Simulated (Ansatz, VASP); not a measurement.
# La in VASP and in Ansatz

INCAR

```
PREC = Accurate
ENCUT = 520
EDIFF = 1E-6
ISMEAR = 0
SIGMA = 0.15
LREAL = False
LASPH = True
NELM = 100
ALGO = Fast
ISIF = 2
LWAVE = False
LCHARG = False
GGA = PS
NBANDS = 30
```

The input KPOINTS:

```
Automatic mesh
0
Gamma
  12 12 4
```

The input POSCAR:

```
La
1.0
    3.7711000000      0.0000000000      0.0000000000
   -1.8855500000      3.2658684002      0.0000000000
    0.0000000000      0.0000000000     11.7108379461
La
4
Direct
    0.0000000000      0.0000000000      0.0000000000
    0.0000000000      0.0000000000      0.5000000000
    0.3333333333      0.6666666667      0.2500000000
    0.6666666667      0.3333333333      0.7500000000
```

Input for Ansatz:

```yaml
crystal:
  lattice:
    - [3.7711, 0.0, 0.0]
    - [-1.88555, 3.2658684002, 0.0]
    - [0.0, 0.0, 11.7108379461]
  atoms:
    - { symbol: La, position: [0.0, 0.0, 0.0] }
    - { symbol: La, position: [0.0, 0.0, 0.5] }
    - { symbol: La, position: [0.3333333333, 0.6666666667, 0.25] }
    - { symbol: La, position: [0.6666666667, 0.3333333333, 0.75] }
basis:
  ecutwfc: 420
kpoints:
  mp_grid: { grid: [12, 12, 4] }
hamiltonian:
  xc: pbesol
scf:
  occupations: { method: gaussian, width: 0.15 }
output:
  forces: true
  stress: true
  eigenvalues: true
  write_density: true
  write_potential: true
  elf: true
  volumetric_format: npy
```

Alike in both runs: task single point; functional PBEsol; k mesh 12 × 12 × 4; occupations gaussian, width 0.15 eV; no spin polarisation.

|  | VASP | Ansatz |
| --- | --- | --- |
| version | VASP 6.6.1 | Ansatz 0.2.0 |
| potentials or method | VASP PAW PBE potentials, release 64 (La), cutoff 520 eV | scalar-relativistic, plane waves, PAW |
| valence electrons in the cell | 44 | 44 |

|  | VASP | Ansatz | Ansatz less VASP |
| --- | --- | --- | --- |
| gap on the k mesh at the Fermi level (eV) | none | none | - |
| pressure (GPa) | -1.4 | -1.4 | -0.06 |
| traceless stress, the component that is largest in VASP (GPa) | 1.09 | 1.09 | -0.001 |

VASP's potentials were made for PBE, not for PBEsol. A gap of «none» marks a metal or a gap that the smearing closes. The functional is the same, so the differences come from potentials, cutoffs and numerics.

Neither program's run includes spin-orbit coupling.
